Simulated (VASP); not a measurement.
## BiB: single point with PBEsol

Crystal: BiB.

```
B Bi
1.0
     0.00000    2.62683    2.62683
     2.62683    0.00000    2.62683
     2.62683    2.62683    0.00000
B Bi
1 1
Cartesian
  0.0000 0.0000 0.0000
  2.6268 2.6268 2.6268
```

```json
{
  "Program": "VASP 6.6.1",
  "Task": "single point",
  "Functional": "PBEsol",
  "Potentials or basis": "VASP PAW PBE potentials, release 64 (B, Bi_d)",
  "Cutoff": "500 eV",
  "k mesh": "6 × 6 × 6",
  "Occupations": "gaussian, width 0.001 eV",
  "Spin": "no spin polarisation"
}
```

```json
{
 "Pressure": "-2.1 GPa",
 "Band gap on the k mesh": "zero (bands 9 and 10 overlap by 4.08 eV)"
}
```

Levels at points of the mesh, in eV from the Fermi level:
```
           k point  band 7  band 8  band 9  band 10  band 11  band 12
(0.00, 0.00, 0.00)   -0.10   -0.10   -0.10     0.14     6.57     6.57
(0.50, 0.00, 0.00)   -8.39    1.03    1.03     1.82     1.82     2.79
(0.50, 0.50, 0.00)   -6.24   -4.03   -2.95    -2.95     3.92     8.45
```

It took 7.3 s on 1 thread of Intel(R) Xeon(R) Platinum 8488C (Sapphire Rapids) (shared host), peak memory 0.15 GiB.

Caveat: the PAW data sets were made with another functional, which shifts forces and pressure a little; spin-orbit coupling is left out, which moves the levels of the heavy elements.
